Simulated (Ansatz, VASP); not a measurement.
# One calculation of Li2Ge4N, two programs

The input INCAR:

```
SYSTEM = Li2Ge4N
PREC = Accurate ; ENCUT = 520
EDIFF = 1E-7 ; ISMEAR = 0
SIGMA = 0.2 ; LREAL = .False.
LASPH = .True. ; NELM = 60
ALGO = Normal ; ISIF = 2
LWAVE = .False. ; LCHARG = .False.
GGA = PE ; NBANDS = 42
```

Contents of KPOINTS:

```
regular mesh
0
Gamma
  6 6 4
  0 0 0
```

Contents of POSCAR:

```
Li2Ge4N
1.0
    3.9296514386      0.0000000000      0.0000000000
    0.0000000000      3.9296514386      0.0000000000
    0.0000000000      0.0000000000      7.2849796907
Li Ge N
2 4 1
Direct
    0.0000000000      0.5000000000      0.0000000000
    0.5000000000      1.0000000000      0.0000000000
    0.0000000000      0.0000000000      0.2681839160
    1.0000000000      0.0000000000      0.7318160840
    0.5000000000      0.5000000000      0.6710866243
    0.5000000000      0.5000000000      0.3289133757
    0.0000000000      0.0000000000      0.0000000000
```

Input for Ansatz:

```yaml
crystal:
  lattice:
    - [3.9296514386, 0.0, 0.0]
    - [0.0, 3.9296514386, 0.0]
    - [0.0, 0.0, 7.2849796907]
  atoms:
    - { symbol: Li, position: [0.0, 0.5, 0.0] }
    - { symbol: Li, position: [0.5, 1.0, 0.0] }
    - { symbol: Ge, position: [0.0, 0.0, 0.268183916] }
    - { symbol: Ge, position: [1.0, 0.0, 0.731816084] }
    - { symbol: Ge, position: [0.5, 0.5, 0.6710866243] }
    - { symbol: Ge, position: [0.5, 0.5, 0.3289133757] }
    - { symbol: "N", position: [0.0, 0.0, 0.0] }
basis:
  ecutwfc: 420
kpoints:
  mp_grid: { grid: [6, 6, 4] }
hamiltonian:
  xc: pbe
scf:
  occupations: { method: gaussian, width: 0.2 }
  lower_state_search: "off"
output:
  forces: true
  stress: true
  eigenvalues: true
```

Alike in both runs: task single point; functional PBE; k mesh 6 × 6 × 4; occupations gaussian, width 0.2 eV; no spin polarisation.

|  | VASP | Ansatz |
| --- | --- | --- |
| version | VASP 6.6.1 | Ansatz 0.2.0 |
| potentials or method | VASP PAW PBE potentials, release 64 (Li_sv, Ge_d, N), cutoff 520 eV | scalar-relativistic, plane waves, PAW |
| valence electrons in the cell | 67 | 67 |

|  | VASP | Ansatz | Ansatz less VASP |
| --- | --- | --- | --- |
| gap on the k mesh at the Fermi level (eV) | none | none | - |
| rms of the force components (eV/Å) | 0.037 | 0.035 | -0.0018 |

Atom by atom the forces differ by 0.002 eV/Å (rms over components). A gap of «none» marks a metal or a gap that the smearing closes.

Noted on VASP's run: the cutoff is under 1.25 times that of the potentials, so the pressure is a little rough.
